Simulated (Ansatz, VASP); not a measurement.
## Ag in VASP and in Ansatz

INCAR

```
  ALGO = Fast
  EDIFF = 1E-6
  ENCUT = 520
  GGA = PS
  ISIF = 2
  ISMEAR = 0
  LASPH = True
  LCHARG = False
  LREAL = False
  LWAVE = False
  NBANDS = 54
  NELM = 100
  PREC = Accurate
  SIGMA = 0.15
```

File KPOINTS:

```
k-points
0
Gamma
  8 8 8
```

The input POSCAR:

```
Ag
1.0
    1.4335313342     -2.4829491051     -4.6907149289
    1.4335313342     -2.4829491051      4.6907149289
   -5.7341253368      0.0000000000      0.0000000000
Ag
8
Direct
    0.0416666667      0.2916666667      0.3333333333
    0.5416666667      0.7916666667      0.3333333333
    0.0416666667      0.2916666667      0.8333333333
    0.5416666667      0.7916666667      0.8333333333
    0.9583333333      0.7083333333      0.1666666667
    0.4583333333      0.2083333333      0.1666666667
    0.9583333333      0.7083333333      0.6666666667
    0.4583333333      0.2083333333      0.6666666667
```

Input for Ansatz:

```yaml
crystal:
  lattice:
    - [1.4335313342, -2.4829491051, -4.6907149289]
    - [1.4335313342, -2.4829491051, 4.6907149289]
    - [-5.7341253368, 0.0, 0.0]
  atoms:
    - { symbol: Ag, position: [0.0416666667, 0.2916666667, 0.3333333333] }
    - { symbol: Ag, position: [0.5416666667, 0.7916666667, 0.3333333333] }
    - { symbol: Ag, position: [0.0416666667, 0.2916666667, 0.8333333333] }
    - { symbol: Ag, position: [0.5416666667, 0.7916666667, 0.8333333333] }
    - { symbol: Ag, position: [0.9583333333, 0.7083333333, 0.1666666667] }
    - { symbol: Ag, position: [0.4583333333, 0.2083333333, 0.1666666667] }
    - { symbol: Ag, position: [0.9583333333, 0.7083333333, 0.6666666667] }
    - { symbol: Ag, position: [0.4583333333, 0.2083333333, 0.6666666667] }
basis:
  ecutwfc: 420
kpoints:
  mp_grid: { grid: [8, 8, 8] }
hamiltonian:
  xc: pbesol
scf:
  occupations: { method: gaussian, width: 0.15 }
output:
  forces: true
  stress: true
  eigenvalues: true
```

Alike in both runs: task single point; functional PBEsol; k mesh 8 × 8 × 8; occupations gaussian, width 0.15 eV; no spin polarisation.

|  | VASP | Ansatz |
| --- | --- | --- |
| version | VASP 6.6.1 | Ansatz 0.2.0 |
| potentials or method | VASP PAW PBE potentials, release 64 (Ag), cutoff 520 eV | scalar-relativistic, plane waves, PAW |
| valence electrons in the cell | 88 | 152 |

Ansatz gave:

- gap on the k mesh at the Fermi level (eV): none
- pressure (GPa): 0.1
- traceless stress, the component that is largest in VASP (GPa): 0.20

Task: What did VASP give for the same quantities?

Result: gap on the k mesh at the Fermi level (eV): none; pressure (GPa): -0.2; traceless stress, the component that is largest in VASP (GPa): 0.19.

VASP's potentials were made for PBE, not for PBEsol. A gap of «none» marks a metal or a gap that the smearing closes. VASP's potentials hold 88 valence electrons a cell and Ansatz's 152, so a difference there can come from the potentials and not from the codes.
